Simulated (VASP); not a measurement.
**LiH: single point with PBE**

LiH:

```
CELL_PARAMETERS angstrom
2.45925 0.00000 0.00000
0.00000 2.45925 0.00000
0.00000 0.00000 2.45925
ATOMIC_POSITIONS crystal
Li 0.00000 0.00000 0.00000
H 0.50000 0.50000 0.50000
```

This cell differs from its parent crystal: volume changed by -5%.

```
Program                : VASP 6.6.1
Task                   : single point
Functional             : PBE
Potentials or basis    : VASP PAW PBE potentials, release 64 (Li_sv, H)
Cutoff                 : 520 eV
k mesh                 : 6 × 6 × 6
Occupations            : gaussian, width 0.01 eV
Spin                   : no spin polarisation
Dipole correction      : no
Further INCAR settings : ALGO = Normal; EDIFF = 1e-06; NBANDS = 9
```

```yaml
Band_gap_on_the_k_mesh: 0.70 eV, indirect (least direct gap 4.24 eV)
```

Levels at points of the mesh, in eV from the valence-band top:
```csv
k point,band 1,band 2,band 3,band 4,band 5,band 6
"(0.00, 0.00, 0.00)",-48.26,-9.19,12.23,12.23,12.23,13.14
"(0.50, 0.00, 0.00)",-48.20,-6.93,0.70,11.81,16.70,16.70
"(0.50, 0.50, 0.00)",-48.14,-2.82,1.42,1.42,9.44,20.05
"(0.50, 0.50, 0.50)",-48.09,0.00,6.49,6.49,6.49,8.88
```

It took 3.4 s on 1 thread of AMD EPYC 7R43 64-Core Processor (Zen 3), with other jobs on the host, peak memory 0.08 GiB.

Caveat: the k points lie up to 0.43 Å⁻¹ apart. A k mesh can miss the band edges.
